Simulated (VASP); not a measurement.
Here is a VASP 6.6.1 calculation.

File INCAR:

```
PREC = Accurate ; ENCUT = 520
EDIFF = 1E-7 ; ISMEAR = 0
SIGMA = 0.05 ; LREAL = F
LASPH = T ; NELM = 150
ALGO = Normal ; ISIF = 2
LWAVE = F ; LCHARG = F
ISPIN = 2 ; MAGMOM = 3 -3 0 0
LORBIT = 11 ; LMAXMIX = 4
LDAU = T ; LDAUTYPE = 2
LDAUL = 2 -1 ; LDAUU = 3.3 0
LDAUJ = 0 0 ; LDAUPRINT = 1
GGA = PE ; NBANDS = 27
```

KPOINTS

```
Automatic mesh
0
Gamma
  5 5 3
```

POSCAR

```
CoO
1.0
    0.0000000000      2.1628257020     -2.1628257020
    0.0000000000      2.1628257020      2.1628257020
    4.3256514040      0.0000000000      0.0000000000
Co O
2 2
Direct
    0.0000000000      0.0000000000      0.0000000000
    0.5000000000      0.5000000000      0.5000000000
    0.0000000000      1.0000000000      0.5000000000
    0.5000000000      1.5000000000      1.0000000000
```

Potentials or basis: VASP PAW PBE potentials, release 64 (Co, O).

Launch:

```sh
$ cat potpaw_PBE.64/Co/POTCAR potpaw_PBE.64/O/POTCAR > POTCAR
$ mpirun -np 1 vasp_std > vasp.out
```

Predict the pressure.

-3.1 GPa.

Estimate the band gap on the k mesh.

0.72 eV.

Estimate the site moments.

Co +2.75, -2.75; O -0.11, +0.11 μB.

Stress tensor (GPa, compression positive):
```
 5.11  0.00  0.00
 0.00 -7.21  0.00
 0.00  0.00 -7.21
```

Caveat: the k points lie up to 0.48 Å⁻¹ apart. The state reached can hang on the start; a lower one may exist.
